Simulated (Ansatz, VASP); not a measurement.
Two plane-wave programs on Mo

Contents of POSCAR:

```
Mo
1.0
   -1.5764210372      1.5764210372      1.5764210372
    1.5764210372     -1.5764210372      1.5764210372
    1.5764210372      1.5764210372     -1.5764210372
Mo
1
Direct
    0.0000000000      0.0000000000      0.0000000000
```

The input INCAR.step1:

```
PREC = Accurate ; ENCUT = 520
ISMEAR = -1 ; SIGMA = 0.6
LREAL = F ; LASPH = T
NELM = 100 ; NBANDS = 13
GGA = PE ; ALGO = Normal
EDIFF = 1E-4 ; LWAVE = T
LCHARG = F
```

The input INCAR.step2:

```
PREC = Accurate ; ENCUT = 520
EDIFF = 1E-6 ; ISMEAR = -1
SIGMA = 0.6 ; LREAL = F
LASPH = T ; NELM = 100
ALGO = Normal ; ISIF = 2
LWAVE = F ; LCHARG = F
METAGGA = R2SCAN ; LMIXTAU = T
NBANDS = 13 ; ISTART = 1
```

File KPOINTS:

```
regular mesh
0
Gamma
  14 14 14
```

Input for Ansatz:

```yaml
crystal:
  lattice:
    - [-1.5764210372, 1.5764210372, 1.5764210372]
    - [1.5764210372, -1.5764210372, 1.5764210372]
    - [1.5764210372, 1.5764210372, -1.5764210372]
  atoms:
    - { symbol: Mo, position: [0.0, 0.0, 0.0] }
hamiltonian:
  xc: r2scan
  pseudopotentials:
    kind: paw
    azcp:
      Mo: "pseudopotentials/Mo.paw.azcp"
basis:
  ecutwfc: 500
  fft_grid_basis: typed
kpoints:
  mp_grid: { grid: [14, 14, 14], shift: [0, 0, 0] }
magnetization:
  spin_polarized: false
scf:
  occupations: { method: fermi_dirac, width: 0.6 }
  lower_state_search: "off"
output:
  stress: true
  write_density: true
  write_potential: true
  elf: true
  volumetric_format: npy
```

Alike in both runs: task single point; functional r2SCAN; k mesh 14 × 14 × 14; occupations fermi-dirac, width 0.6 eV; no spin polarisation.

```csv
,VASP,Ansatz
version,VASP 6.6.1,Ansatz 0.2.0
potentials or method,"VASP PAW PBE potentials, release 64 (Mo_sv), cutoff 520 eV","plane waves (500 eV) with PAW, scalar-relativistic"
valence electrons in the cell,14,14
```

```tsv
	VASP	Ansatz	Ansatz less VASP
pressure (GPa)	5.8	4.7	-1.09
```

VASP's potentials were made for PBE, not for r2SCAN. The functional is the same, so the differences come from potentials, cutoffs and numerics.
